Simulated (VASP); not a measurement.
CdS, 2 atoms in the cell. Symmetry: F-43m, No. 216, cubic system. The conventional cell has a = 5.878 Å, b = 5.878 Å, c = 5.878 Å, α = 90.00°, β = 90.00°, γ = 90.00°. Within 3.4 Å of Cd (site symmetry -43m) lie 4 S at 2.55 Å. Within 3.4 Å of S (site symmetry -43m) lie 4 Cd at 2.55 Å. 

| Property | Result |
| --- | --- |
| Program | VASP 6.6.1 |
| Task | single point |
| Functional | PBEsol |
| Potentials or basis | VASP PAW PBE potentials, release 64 (Cd, S) |
| Cutoff | 500 eV |
| k mesh | 6 × 6 × 6 |
| Occupations | gaussian, width 0.01 eV |
| Spin | no spin polarisation |
| Dipole correction | no |
| Further INCAR settings | ALGO = Normal; EDIFF = 1e-06; NBANDS = 16 |

Potentials or basis: VASP PAW PBE potentials, release 64 (Cd, S).

Run with:

```bash
$ cat potpaw_PBE.64/Cd/POTCAR potpaw_PBE.64/S/POTCAR > POTCAR
$ mpirun -np 1 vasp_std > vasp.out
```

Hardware: 1 thread of Intel(R) Xeon(R) Platinum 8488C (Sapphire Rapids), on a shared host.

Task: Estimate the wall time of this run.

Result: Wall time 11 s on 1 thread of Intel(R) Xeon(R) Platinum 8488C (Sapphire Rapids) (shared host), peak memory 0.16 GiB. Counts: scf iterations 13, k points 16.
